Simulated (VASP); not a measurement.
# GaAs (F-43m) in VASP: a series of runs

GaAs is run at these levels: PBE, PBEsol; tasks: dielectric tensor, elastic constants.

Everything below comes from runs of VASP 6.6.1. Logs are shortened: lines on timing, memory, paths and dates and some standing lists are left out, and cuts for length are marked.

### Step 1. The cell of the first run

It takes space group F-43m (No. 216, cubic). The conventional cell has a = 5.654 Å, b = 5.654 Å, c = 5.654 Å, α = 90.00°, β = 90.00°, γ = 90.00°. As (site symmetry -43m) has 4 Ga at 2.45 Å within 3.2 Å. Ga (site symmetry -43m) has 4 As at 2.45 Å within 3.2 Å.

### Step 2. Dielectric tensor, PBE

INCAR reads:

```
SYSTEM = GaAs
PREC = Accurate
ENCUT = 520
EDIFF = 1E-8
ISMEAR = 0
SIGMA = 0.01
LREAL = .False.
LASPH = .True.
NELM = 80
ALGO = Normal
ISIF = 2
LWAVE = .False.
LCHARG = .False.
GGA = PE
LEPSILON = .True.
```

KPOINTS reads:

```
regular mesh
0
Gamma
  8 8 8
  0 0 0
```

POSCAR reads:

```
GaAs
1.0
    0.0000000000      2.8268500000      2.8268500000
    2.8268500000      0.0000000000      2.8268500000
    2.8268500000      2.8268500000      0.0000000000
As Ga
1 1
Direct
    0.7500000000      0.7500000000      0.7500000000
    0.0000000000      0.0000000000      0.0000000000
```

Potentials or basis: VASP PAW PBE potentials, release 64 (As, Ga_d).

Launch:

```
$ cat potpaw_PBE.64/As/POTCAR potpaw_PBE.64/Ga_d/POTCAR > POTCAR
$ mpirun -np 1 vasp_std > vasp.out
```

OUTCAR:

```text
SYSTEM = GaAs
   PREC = Accurate
   ENCUT = 520
   EDIFF = 1E-8
   ISMEAR = 0
   LREAL = .False.
   LASPH = .True.
   NELM = 80
   ISIF = 2
   GGA = PE
   LEPSILON = .True.

 ion  position               nearest neighbor table
   1  0.750  0.750  0.750-   2 2.45   2 2.45   2 2.45   2 2.45
   2  0.000  0.000  0.000-   1 2.45   1 2.45   1 2.45   1 2.45

  LATTYP: Found a face centered cubic cell.
 ALAT       =     5.6537000000

  Lattice vectors:

 A1 = (   0.0000000000,   2.8268500000,   2.8268500000)
 A2 = (   2.8268500000,   0.0000000000,   2.8268500000)
 A3 = (   2.8268500000,   2.8268500000,   0.0000000000)

Analysis of symmetry for initial positions (statically):
=====================================================================
 Subroutine PRICEL returns:
 Original cell was already a primitive cell.

 Routine SETGRP: Setting up the symmetry group for a
 face centered cubic supercell.

 Subroutine GETGRP returns: Found 24 space group operations
 (whereof 24 operations were pure point group operations)
 out of a pool of 48 trial point group operations.

The static configuration has the point symmetry T_d .

Analysis of symmetry for dynamics (positions and initial velocities):
=====================================================================
 Subroutine PRICEL returns:
 Original cell was already a primitive cell.

 Routine SETGRP: Setting up the symmetry group for a
 face centered cubic supercell.

 Subroutine GETGRP returns: Found 24 space group operations
 (whereof 24 operations were pure point group operations)
 out of a pool of 48 trial point group operations.

The dynamic configuration has the point symmetry T_d .

 Subroutine INISYM returns: Found 24 space group operations
 (whereof 24 operations are pure point group operations),
 and found     1 'primitive' translations

----------------------------------------------------------------------------------------

[... 540 lines left out ...]
      direct lattice vectors                 reciprocal lattice vectors
     0.000000000  2.826850000  2.826850000    -0.176875321  0.176875321  0.176875321
     2.826850000  0.000000000  2.826850000     0.176875321 -0.176875321  0.176875321
     2.826850000  2.826850000  0.000000000     0.176875321  0.176875321 -0.176875321

 POSITION                                       TOTAL-FORCE (eV/Angst)
 -----------------------------------------------------------------------------------
      4.24027      4.24027      4.24027        -0.000000     -0.000000     -0.000000
      0.00000      0.00000      0.00000         0.000000      0.000000      0.000000
 -----------------------------------------------------------------------------------
    total drift:                               -0.000002     -0.000002     -0.000002

  FREE ENERGIE OF THE ION-ELECTRON SYSTEM (eV)
  ---------------------------------------------------
  free  energy   TOTEN  =        -8.2471087738 eV

  energy  without entropy=       -8.2471087738  energy(sigma->0) =       -8.24710877

 HEAD OF MICROSCOPIC STATIC DIELECTRIC TENSOR (INDEPENDENT PARTICLE, excluding Hartree and local field effects)
 ------------------------------------------------------
          29.346122     0.000000     0.000000
          -0.000000    29.346122    -0.000000
          -0.000000     0.000000    29.346122
 ------------------------------------------------------

 Free energy of the ion-electron system (eV)
  ---------------------------------------------------
  ---------------------------------------------------
  free energy    TOTEN  =        -3.66911492 eV

  energy without entropy =       -3.66911492

------------------------ aborting loop because EDIFF is reached ----------------------------------------

--------------------------------------- Ionic step        2  -------------------------------------------

------------------------ aborting loop because EDIFF is reached ----------------------------------------

--------------------------------------- Ionic step        3  -------------------------------------------

 Free energy of the ion-electron system (eV)
  ---------------------------------------------------
  ---------------------------------------------------
  free energy    TOTEN  =        -3.66911734 eV

  energy without entropy =       -3.66911734

------------------------ aborting loop because EDIFF is reached ----------------------------------------

 PIEZOELECTRIC TENSOR FIELD DIRECTION 3  (e Angst)
 -----------------------------------------------------------------------------
     0.00019  2.82749  0.00000           (  0.00000  0.01542  0.00000)
     2.82749  0.00019  0.00000           (  0.01542  0.00000  0.00000)
     0.00000  0.00000 -0.00240           (  0.00000  0.00000 -0.00000)

 PIEZOELECTRIC TENSOR FIELD DIRECTION 3  (C/m^2)
 -----------------------------------------------------------------------------
     0.00007  1.00271  0.00000
     1.00271  0.00007  0.00000
     0.00000  0.00000 -0.00085

 MACROSCOPIC STATIC DIELECTRIC TENSOR (including local field effects in DFT)
 ------------------------------------------------------
          28.941936     0.000000     0.000000
          -0.000000    28.941936     0.000000
           0.000000     0.000000    28.941936
 ------------------------------------------------------

 PIEZOELECTRIC TENSOR (including local field effects)  for field in x, y, z        (e  Angst)
          XX          YY          ZZ          XY          YZ          ZX
  --------------------------------------------------------------------------------
  x     0.00000     0.00000     0.00000     0.00000     2.83746     0.00000
  y    -0.00000    -0.00000     0.00000     0.00000     0.00000     2.83746
  z     0.00000     0.00000    -0.00000     2.83746     0.00000     0.00000

 PIEZOELECTRIC TENSOR (including local field effects)  for field in x, y, z        (C/m^2)
          XX          YY          ZZ          XY          YZ          ZX
  --------------------------------------------------------------------------------
  x     0.00000     0.00000     0.00000     0.00000     1.00624     0.00000
  y    -0.00000    -0.00000     0.00000     0.00000     0.00000     1.00624
  z     0.00000     0.00000    -0.00000     1.00624     0.00000     0.00000

 BORN EFFECTIVE CHARGES (including local field effects) (in |e|, cummulative output)
 ---------------------------------------------------------------------------------
 ion    1
    1    -2.28955     0.00000     0.00000
    2     0.00000    -2.28955     0.00000
    3     0.00000     0.00000    -2.28955
 ion    2
    1     2.28955     0.00000     0.00000
    2    -0.00000     2.28955    -0.00000
    3    -0.00000     0.00000     2.28955
```

OSZICAR:

```text
N       E                     dE             d eps       ncg     rms          rms(c)
DAV:   1     0.779041625471E+02    0.77904E+02   -0.91500E+03   762   0.190E+03
[... 12 lines left out ...]
RMM:   6    -0.366782683972E+01   -0.78090E-02   -0.34751E-04  4939   0.121E-01    0.166E-02
RMM:   7    -0.366846279502E+01   -0.63596E-03   -0.15402E-05  4624   0.503E-02    0.409E-03
RMM:   8    -0.366917551033E+01   -0.71272E-03   -0.10482E-05  5057   0.166E-02    0.120E-03
RMM:   9    -0.366914835354E+01    0.27157E-04    0.98633E-07  4863   0.630E-03    0.472E-04
RMM:  10    -0.366912130510E+01    0.27048E-04   -0.22876E-07  4935   0.237E-03    0.939E-05
RMM:  11    -0.366911559036E+01    0.57147E-05    0.86743E-07  4849   0.983E-04    0.352E-05
RMM:  12    -0.366911624302E+01   -0.65266E-06    0.20522E-07  4894   0.381E-04    0.156E-05
RMM:  13    -0.366911734421E+01   -0.11012E-05    0.10123E-07  2948   0.150E-04    0.886E-06
```

stdout:

```text
POSCAR found type information on POSCAR AsGa
 POSCAR found :  2 types and       2 ions
 scaLAPACK will be used
 LDA part: xc-table for (Slater+PW92), standard interpolation
 POSCAR, INCAR and KPOINTS ok, starting setup
 FFT: planning ... GRIDC
 FFT: planning ... GRID_SOFT
 FFT: planning ... GRID
 WAVECAR not read
 entering main loop
 Linear response reoptimize wavefunctions to high precision
 Linear response G [H, r] |phi>, progress :
  Direction:   1
 Linear response G [H, r] |phi>, progress :
  Direction:   2
 Linear response G [H, r] |phi>, progress :
  Direction:   3
 Linear response to external field (no local field effect), progress :
  Direction:   1
 dielectric tensor                  component  1 :    32.251    10.195     2.908
 Linear response to external field (no local field effect), progress :
  Direction:   2
 dielectric tensor                  component  2 :    10.195    32.776    -3.279
 Linear response to external field (no local field effect), progress :
  Direction:   3
 dielectric tensor                  component  3 :     2.912    -3.280    23.011
 Linear response to external field, progress :
  Direction:   1
 dielectric tensor                  component  1 :    28.942     5.338     1.910
 Linear response to external field, progress :
  Direction:   2
 dielectric tensor                  component  2 :     5.248    28.942     1.827
 Linear response to external field, progress :
  Direction:   3
 dielectric tensor                  component  3 :     4.257     2.990    28.942
 Born effective charges drift removed
```

Run time: 11 min. Hardware: 1 thread of Intel Xeon Platinum 8259CL at 2.50GHz (Skylake/Cascade Lake), shared host; peak memory 0.3 GiB.

Results:

```
Band gap on the k mesh                  : 0.52 eV, direct
Electronic dielectric tensor (diagonal) : 28.94
Born charges (mean of the diagonal)     : As -2.29; Ga +2.29 e
```

Electronic dielectric tensor:
```
28.94  0.00  0.00
 0.00 28.94  0.00
 0.00  0.00 28.94
```

Born effective charge tensors (e):
atom 1, As
```
-2.29  0.00  0.00
 0.00 -2.29  0.00
 0.00  0.00 -2.29
```
atom 2, Ga
```
2.29 0.00 0.00
0.00 2.29 0.00
0.00 0.00 2.29
```

Caveat: the gap is small at this level, which inflates the dielectric constant. A k mesh can miss the band edges.

### Step 3. Elastic constants, PBEsol

INCAR reads:

```
ALGO = Normal
EDIFF = 1E-8
ENCUT = 600
GGA = PS
IBRION = 6
ISIF = 3
ISMEAR = -1
LASPH = T
LCHARG = F
LREAL = F
LWAVE = F
NELM = 80
NFREE = 2
NSW = 1
POTIM = 0.015
PREC = Accurate
SIGMA = 0.05
```

KPOINTS reads:

```
k-points
0
Gamma
  6 6 6
```

POSCAR is that of step 2.

Potentials or basis: VASP PAW PBE potentials, release 64 (As, Ga_d).

Launch:

```
$ cat potpaw_PBE.64/As/POTCAR potpaw_PBE.64/Ga_d/POTCAR > POTCAR
$ mpirun -np 1 vasp_std > vasp.out
```

It took 9.1 min on 1 thread of Intel Xeon 6975P-C, shared host; peak memory 0.25 GiB.

Results (log left out):

```yaml
Elastic_constants_C11_C12_C44: 111, 50, 55 GPa
Voigt_bulk_modulus: 71 GPa
Highest_phonon_frequency_at_Γ_LO-TO_splitting_left_out: 265 cm⁻¹
```

Phonon frequencies in cm⁻¹ (negative: imaginary):
```tsv
q point	frequencies
(0.000, 0.000, 0.000)	0 0 0 265 265 265
```

Elastic tensor in Voigt notation (GPa, in the Cartesian axes of the cell as first typed):
```
111  50  50   0   0   0
 50 111  50   0   0   0
 50  50 111   0   0   0
  0   0   0  55   0   0
  0   0   0   0  55   0
  0   0   0   0   0  55
```

Clamped-ion elastic tensor (GPa):
```
111  50  50   0   0   0
 50 111  50   0   0   0
 50  50 111   0   0   0
  0   0   0  75   0   0
  0   0   0   0  75   0
  0   0   0   0   0  75
```

Caveat: the PAW data sets were made with another functional, which shifts forces and pressure a little.
